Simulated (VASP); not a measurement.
# In4Sb (Cmmm) in VASP: a series of runs, part 2 of 2

VASP 6.6.1.

### 3 Single point, PBE

This run uses another cell than the first one, of 30.48 Å³/atom.

INCAR reads:

```
SYSTEM = In4Sb
PREC = Accurate
ENCUT = 520
EDIFF = 1E-7
ISMEAR = 0
SIGMA = 0.1
LREAL = .False.
LASPH = .True.
NELM = 100
ALGO = Fast
ISIF = 2
LWAVE = .False.
LCHARG = .False.
GGA = PE
NBANDS = 36
```

KPOINTS reads:

```
Automatic mesh
0
Gamma
  6 6 12
  0 0 0
```

POSCAR reads:

```
In4Sb
1.0
    4.4400240374     -5.2277847266      0.0000000000
    4.4400240374      5.2277847266      0.0000000000
    0.0000000000      0.0000000000      3.2823984551
In Sb
4 1
Direct
    0.1692908146      0.1692908146      0.5000000000
    0.8307091854      0.8307091854      0.5000000000
    0.0000000000      0.5000000000      0.0000000000
    0.5000000000      0.0000000000      0.0000000000
    0.5000000000      0.5000000000      0.0000000000
```

Potentials or basis: VASP PAW PBE potentials, release 64 (In_d, Sb).

Command:

```sh
$ cat potpaw_PBE.64/In_d/POTCAR potpaw_PBE.64/Sb/POTCAR > POTCAR
$ mpirun -np 1 vasp_std > vasp.out
```

OUTCAR:

```text
SYSTEM = In4Sb
   PREC = Accurate
   ENCUT = 520
   EDIFF = 1E-7
   ISMEAR = 0
   LREAL = .False.
   LASPH = .True.
   NELM = 100
   ISIF = 2
   GGA = PE

 ion  position               nearest neighbor table
   1  0.169  0.169  0.500-   2 3.01   3 3.17   4 3.17   3 3.17   4 3.17   5 3.36   5 3.36
   2  0.831  0.831  0.500-   1 3.01   3 3.17   4 3.17   3 3.17   4 3.17   5 3.36   5 3.36
   3  0.000  0.500  0.000-   1 3.17   2 3.17   1 3.17   2 3.17   5 3.43   5 3.43
   4  0.500  0.000  0.000-   1 3.17   2 3.17   1 3.17   2 3.17   5 3.43   5 3.43
   5  0.500  0.500  0.000-   1 3.36   2 3.36   1 3.36   2 3.36   3 3.43   4 3.43   4 3.43   3 3.43

  LATTYP: Found a base centered orthorhombic cell.
 ALAT       =     8.8800480748
 B/A-ratio  =     1.1774226181
 C/A-ratio  =     0.3696374645

  Lattice vectors:

 A1 = (   4.4400240374,  -5.2277847266,   0.0000000000)
 A2 = (   4.4400240374,   5.2277847266,   0.0000000000)
 A3 = (   0.0000000000,   0.0000000000,   3.2823984551)

Analysis of symmetry for initial positions (statically):
=====================================================================
 Subroutine PRICEL returns:
 Original cell was already a primitive cell.

 Routine SETGRP: Setting up the symmetry group for a
 base centered orthorhombic supercell.

 Subroutine GETGRP returns: Found  8 space group operations
 (whereof  8 operations were pure point group operations)
 out of a pool of  8 trial point group operations.

The static configuration has the point symmetry D_2h.

Analysis of symmetry for dynamics (positions and initial velocities):
=====================================================================
 Subroutine PRICEL returns:
 Original cell was already a primitive cell.

 Routine SETGRP: Setting up the symmetry group for a
 base centered orthorhombic supercell.

 Subroutine GETGRP returns: Found  8 space group operations
 (whereof  8 operations were pure point group operations)
 out of a pool of  8 trial point group operations.

The dynamic configuration has the point symmetry D_2h.

 Subroutine INISYM returns: Found  8 space group operations
 (whereof  8 operations are pure point group operations),
 and found     1 'primitive' translations

----------------------------------------------------------------------------------------

                                     Primitive cell

  volume of cell :     152.3787

  direct lattice vectors                    reciprocal lattice vectors
     4.440024037 -5.227784727  0.000000000     0.112612003 -0.095642806  0.000000000
     4.440024037  5.227784727  0.000000000     0.112612003  0.095642806  0.000000000
     0.000000000  0.000000000  3.282398455     0.000000000  0.000000000  0.304655274

  length of vectors
     6.858829827  6.858829827  3.282398455     0.147746437  0.147746437  0.304655274

  position of ions in fractional coordinates (direct lattice)
     0.169290815  0.169290815  0.500000000
     0.830709185  0.830709185  0.500000000
     1.000000000  0.500000000  0.000000000
     0.500000000  1.000000000  0.000000000
     0.500000000  0.500000000  0.000000000

  ion indices of the primitive-cell ions
   primitive index   ion index
[... 23 lines left out ...]

  Shift w.r.t. Gamma in fractional coordinates (k-lattice)
     0.000000000  0.000000000  0.000000000

 Subroutine IBZKPT returns following result:
 ===========================================

 Found     91 irreducible k-points:

 Following reciprocal coordinates:
            Coordinates               Weight
  0.000000  0.000000  0.000000      1.000000
  0.166667  0.000000  0.000000      4.000000
  0.333333 -0.000000  0.000000      4.000000
  0.500000  0.000000  0.000000      2.000000
  0.166667  0.166667  0.000000      2.000000
  0.333333  0.166667  0.000000      4.000000
[... 16 lines left out ...]
  0.333333  0.333333  0.083333      4.000000
  0.500000  0.333333  0.083333      8.000000
 [... further k-points ...]
   k-points           NKPTS =     91   k-points in BZ     NKDIM =     91   number of bands    NBANDS=     36
   number of dos      NEDOS =    301   number of ions     NIONS =      5
   total plane-waves  NPLWV =  69984
   dimension x,y,z NGX =    54 NGY =   54 NGZ =   24
   dimension x,y,z NGXF=   108 NGYF=  108 NGZF=   48
   ions per type =               4   1
   NGX,Y,Z   is equivalent  to a cutoff of  13.09, 13.09, 12.16 a.u.
   NGXF,Y,Z  is equivalent  to a cutoff of  26.18, 26.18, 24.31 a.u.
 SYSTEM =  In4Sb
   PREC   = accura    normal or accurate (medium, high low for compatibility)
   ISTART =      0    job   : 0-new  1-cont  2-samecut
   ICHARG =      2    charge: 1-file 2-atom 10-const
   ISPIN  =      1    spin polarized calculation?
   LNONCOLLINEAR =      F non collinear calculations
   LSORBIT =      F    spin-orbit coupling
   LASPH  =      T    aspherical Exc in radial PAW
   ENCUT  =  520.0 eV  38.22 Ry    6.18 a.u.  12.75 12.75  6.10*2*pi/ulx,y,z
   NELM   =    100;   NELMIN=  2; NELMDL= -5     # of ELM steps
   EDIFF  = 0.1E-06   stopping-criterion for ELM
   LREAL  =      F    real-space projection
   EDIFFG = 0.1E-05   stopping-criterion for IOM
   NSW    =      0    number of steps for IOM
   IBRION =     -1    ionic relax: 0-MD 1-quasi-New 2-CG
   NFREE  =      0    steps in history (QN), initial steepest desc. (CG)
   ISIF   =      2    stress and relaxation
   ISYM   =      2    0-nonsym 1-usesym 2-fastsym
   POTIM  = 0.5000    time-step for ionic-motion
   TEBEG  =    0.0;   TEEND  =   0.0 temperature during run
   PSTRESS=    0.0 pullay stress
   NELECT =      57.0000    total number of electrons
   NUPDOWN=      -1.0000    fix difference up-down
   EMIN   =  10.00;   EMAX   =-10.00  energy-range for DOS
   EFERMI =   0.00;   METHOD = LEGACY
   ISMEAR =     0;   SIGMA  =   0.10  broadening in eV -4-tet -1-fermi 0-gaus
   EFERMI_NEDOS =   21; number of points for ismear=-14 and -15
   IALGO  =     68    algorithm
   IMIX   =      4    mixing-type and parameters
     AMIX     =   0.40;   BMIX     =  1.00
     AMIX_MAG =   1.60;   BMIX_MAG =  1.00
  volume/ion in A,a.u.               =      30.48       205.66
  Fermi-wavevector in a.u.,A,eV,Ry     =   1.179574  2.229071 18.931060  1.391394
  Thomas-Fermi vector in A             =   2.315882
   LORBIT       =      0    0 simple, 1 ext, 2 COOP (PROOUT), +10 PAW based schemes
   GGA     = PE    functional components
   LHFCALC =     F    Hartree Fock is set to
   AEXX    =    0.0000 exact exchange contribution
   IVDW    =     0    specifies the selected vdW correction
   LEPSILON=     F    determine dielectric tensor
   LRPA    =     F    only Hartree local field effects (RPA)
 non-spin polarized calculation
 RMM-DIIS sequential band-by-band and
 Gauss-broadening in eV      SIGMA  =   0.10
  energy-cutoff  :      520.00
  volume of cell :      152.38
 maximum number of plane-waves:      4132
 NGX is ok and might be reduce to    54
   NGX = 25   NGY = 25   NGZ = 13

 number of electron      57.0000000 magnetization

 Free energy of the ion-electron system (eV)
  ---------------------------------------------------
  ext. energy  EPLUGINS =         0.00000000
  ---------------------------------------------------
  free energy    TOTEN  =       -13.92463257 eV

  energy without entropy =      -13.91589440  energy(sigma->0) =      -13.92026348

 E-fermi :   6.1369     XC(G=0):  -9.4374

 val. band max:        6.1144438687   @ k =   0.0000   0.0000   0.3333
 cond. band min:       6.1440263558   @ k =  -0.1667   0.1667   0.4167
 fundamental gap:      0.0295824871
 Fermi energy:         6.1368552315

 k-point     1 :       0.0000    0.0000    0.0000
  band No.  band energies     occupation
      1      -8.8011      2.00000
      2      -8.7318      2.00000
      3      -8.6422      2.00000
      4      -8.6174      2.00000
      5      -8.6146      2.00000
      6      -8.5637      2.00000
[... 925 lines left out ...]
     35      10.9671      0.00000
     36      11.9145      0.00000

 [... further k-points ...]
[... 5 lines left out ...]
  --------------------------------------------------------------------------------------
  -------------------------------------------------------------------------------------
  Total       -0.0461882     -0.0456858     -0.0624549      0.0000000      0.0000000      0.0000000
  in kB       -0.4856434     -0.4803605     -0.6566782      0.0000000      0.0000000      0.0000000
  external PRESSURE =      -0.5408940 kB  Pullay stress =       0.0000000 kB

 VOLUME and BASIS-vectors are now :
 -----------------------------------------------------------------------------
  energy-cutoff  :      520.00
  volume of cell :      152.38
      direct lattice vectors                 reciprocal lattice vectors
     4.440024037 -5.227784727  0.000000000     0.112612003 -0.095642806  0.000000000
     4.440024037  5.227784727  0.000000000     0.112612003  0.095642806  0.000000000
     0.000000000  0.000000000  3.282398455     0.000000000  0.000000000  0.304655274

 POSITION                                       TOTAL-FORCE (eV/Angst)
 -----------------------------------------------------------------------------------
      1.50331      0.00000      1.64120         0.001182      0.000000      0.000000
      7.37674      0.00000      1.64120        -0.001182      0.000000      0.000000
      2.22001      2.61389      0.00000         0.000000      0.000000      0.000000
      2.22001     -2.61389      0.00000         0.000000      0.000000      0.000000
      4.44002      0.00000      0.00000        -0.000000     -0.000000      0.000000
 -----------------------------------------------------------------------------------
    total drift:                                0.000000     -0.000000      0.000000

  FREE ENERGIE OF THE ION-ELECTRON SYSTEM (eV)
  ---------------------------------------------------
  free  energy   TOTEN  =       -13.9246325686 eV

  energy  without entropy=      -13.9158943964  energy(sigma->0) =      -13.92026348
```

OSZICAR:

```text
N       E                     dE             d eps       ncg     rms          rms(c)
DAV:   1     0.540463104674E+03    0.54046E+03   -0.26622E+04  6552   0.193E+03
DAV:   2     0.424212443514E+02   -0.49804E+03   -0.49071E+03  6556   0.471E+02
DAV:   3    -0.116322303704E+02   -0.54053E+02   -0.53217E+02  7668   0.179E+02
DAV:   4    -0.139416296829E+02   -0.23094E+01   -0.23024E+01  7740   0.406E+01
DAV:   5    -0.140367922153E+02   -0.95163E-01   -0.95152E-01  9528   0.714E+00    0.482E+00
RMM:   6    -0.139419953211E+02    0.94797E-01   -0.16889E-01  7286   0.403E+00    0.267E+00
RMM:   7    -0.139229262176E+02    0.19069E-01   -0.10355E-01  7474   0.258E+00    0.428E-01
RMM:   8    -0.139232902091E+02   -0.36399E-03   -0.20285E-02  8800   0.154E+00    0.172E-01
RMM:   9    -0.139243206755E+02   -0.10305E-02   -0.92631E-03 10114   0.605E-01    0.189E-01
RMM:  10    -0.139245138142E+02   -0.19314E-03   -0.15384E-03 10048   0.301E-01    0.122E-01
RMM:  11    -0.139246133270E+02   -0.99513E-04   -0.73094E-04  9375   0.156E-01    0.639E-02
RMM:  12    -0.139246303716E+02   -0.17045E-04   -0.16820E-04 10927   0.752E-02    0.331E-02
RMM:  13    -0.139246331430E+02   -0.27713E-05   -0.34472E-05 11076   0.305E-02    0.296E-02
RMM:  14    -0.139246336180E+02   -0.47508E-06   -0.71146E-06 10640   0.156E-02    0.244E-02
RMM:  15    -0.139246332453E+02    0.37280E-06   -0.20220E-06  9251   0.797E-03    0.135E-02
RMM:  16    -0.139246326204E+02    0.62490E-06   -0.50608E-07  5682   0.530E-03    0.240E-03
RMM:  17    -0.139246325686E+02    0.51713E-07   -0.35297E-07  4828   0.586E-03
   1 F= -.13924633E+02 E0= -.13920263E+02  d E =-.873817E-02
```

Run time: 13 min. Hardware: 1 thread of AMD EPYC 7R13, shared host; peak memory 0.5 GiB.

Results:

```
Free energy            : -13.9246 eV
Pressure               : -0.1 GPa
Band gap on the k mesh : zero (an odd number of electrons rules out a gap without spin polarisation)
```

Caveat: spin-orbit coupling is left out, which moves the levels of the heavy elements.
